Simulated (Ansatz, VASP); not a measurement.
One calculation of GaN, two programs

File POSCAR:

```
GaN
1.0
    0.0000000000      2.0804610554      2.0804610554
    2.0804610554      0.0000000000      2.0804610554
    2.0804610554      2.0804610554      0.0000000000
Ga N
1 1
Direct
    0.0000000000      0.0000000000      0.0000000000
    0.5000000000      0.5000000000      0.5000000000
```

INCAR.step1

```
SYSTEM = GaN
PREC     = Accurate       ! precision mode
ENCUT    = 520            ! plane-wave cutoff, eV
ISMEAR   = 0              ! smearing method
SIGMA    = 0.01           ! smearing width, eV
LREAL    = .FALSE.        ! projectors in reciprocal space
LASPH    = .TRUE.         ! aspherical terms in the spheres
NELM     = 60             ! most SCF steps
NBANDS   = 16             ! bands
GGA      = PE             ! functional
ALGO     = Normal         ! electronic algorithm
EDIFF    = 1E-4           ! SCF threshold, eV
LWAVE    = .TRUE.         ! write WAVECAR
LCHARG   = .FALSE.        ! write CHGCAR
```

The input INCAR.step2:

```
SYSTEM = GaN
PREC     = Accurate       ! precision mode
ENCUT    = 520            ! plane-wave cutoff, eV
EDIFF    = 1E-6           ! SCF threshold, eV
ISMEAR   = 0              ! smearing method
SIGMA    = 0.01           ! smearing width, eV
LREAL    = .FALSE.        ! projectors in reciprocal space
LASPH    = .TRUE.         ! aspherical terms in the spheres
NELM     = 60             ! most SCF steps
ALGO     = Normal         ! electronic algorithm
ISIF     = 2              ! what is computed and relaxed
LWAVE    = .FALSE.        ! write WAVECAR
LCHARG   = .TRUE.         ! write CHGCAR
METAGGA  = R2SCAN         ! meta-GGA
LMIXTAU  = .TRUE.       
LELF     = .TRUE.         ! ELF
LVHAR    = .TRUE.       
NBANDS   = 16             ! bands
ISTART   = 1
```

KPOINTS

```
Automatic mesh
0
G
  8 8 8
  0 0 0
```

Input for Ansatz:

```yaml
crystal:
  lattice:
    - [0.0, 2.0804610553812917, 2.0804610553812917]
    - [2.0804610553812917, 0.0, 2.0804610553812917]
    - [2.0804610553812917, 2.0804610553812917, 0.0]
  atoms:
    - { symbol: Ga, position: [0.0, 0.0, 0.0] }
    - { symbol: "N", position: [0.5, 0.5, 0.5] }
basis:
  ecutwfc: 653.073269903712
kpoints:
  mp_grid:
    grid: [8, 8, 8]
hamiltonian:
  xc: r2scan
scf:
  algorithm: direct_min
  n_extra_bands: 4
  self_checks: low
  convergence:
    dr2_threshold: 1.0e-05
  mixing:
    algorithm: anderson
    beta: 0.1
  occupations:
    method: fixed
output:
  stress: true
```

Alike in both runs: task single point; functional r2SCAN; k mesh 8 × 8 × 8; no spin polarisation.

|  | VASP | Ansatz |
| --- | --- | --- |
| version | VASP 6.6.1 | Ansatz 0.2.0 |
| potentials or method | VASP PAW PBE potentials, release 64 (Ga_d, N), cutoff 520 eV | plane waves, PAW |
| occupations | gaussian, width 0.01 eV | fixed |
| valence electrons in the cell | 18 | 18 |

|  | VASP | Ansatz | Ansatz less VASP |
| --- | --- | --- | --- |
| gap on the k mesh at the Fermi level (eV) | 1.45 | 1.47 | +0.025 |
| pressure (GPa) | 12.2 | 10.7 | -1.53 |

VASP's potentials were made for PBE, not for r2SCAN. Ansatz's warnings: stress scf threshold loose.
